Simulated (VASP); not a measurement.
Wanted: the native input for a VASP 6.6.1 run.

```
Task                   : single point
Functional             : PBE
Potentials or basis    : VASP PAW PBE potentials, release 64 (Ta_sv_GW, N)
Cutoff                 : 700 eV
k mesh                 : 10 × 10 × 10
Occupations            : fermi-dirac, width 0.05 eV
Spin                   : no spin polarisation
Dipole correction      : no
Further INCAR settings : ALGO = Normal; EDIFF = 1e-06; NBANDS = 16
```

The structure of TaN lies in POSCAR:

```
TaN
1.0
    2.6765306579      0.0000000000      0.0000000000
    0.0000000000      2.6765306579      0.0000000000
    0.0000000000      0.0000000000      2.6765306579
Ta N
1 1
Direct
    0.0000000000      0.0000000000      0.0000000000
    0.5000000000      0.5000000000      0.5000000000
```

One way to write it, as run:

INCAR

```
  ALGO = Normal
  EDIFF = 1E-6
  ENCUT = 700
  GGA = PE
  GGA_COMPAT = False
  ISIF = 2
  ISMEAR = -1
  LASPH = True
  LCHARG = True
  LELF = True
  LREAL = False
  LVHAR = True
  LWAVE = False
  NBANDS = 16
  NELM = 120
  PREC = Accurate
  SIGMA = 0.05
```

KPOINTS

```
k-points
0
Gamma
  10 10 10
```

Potentials or basis: VASP PAW PBE potentials, release 64 (Ta_sv_GW, N).

The run is started by

```sh
$ cat potpaw_PBE.64/Ta_sv_GW/POTCAR potpaw_PBE.64/N/POTCAR > POTCAR
$ mpirun -np 1 vasp_std > vasp.out
```

Results of the run:

The pressure is 30.0 GPa and the band gap on the k mesh is zero (bands 9 and 10 overlap by 9.61 eV).

Caveat: the cell stands under pressure; spin-orbit coupling is left out, which moves the levels of the heavy elements.

Run time: 18 s on 1 thread of Intel(R) Xeon(R) Platinum 8375C CPU @ 2.90GHz (Ice Lake), on a shared host, peak memory 0.16 GiB.
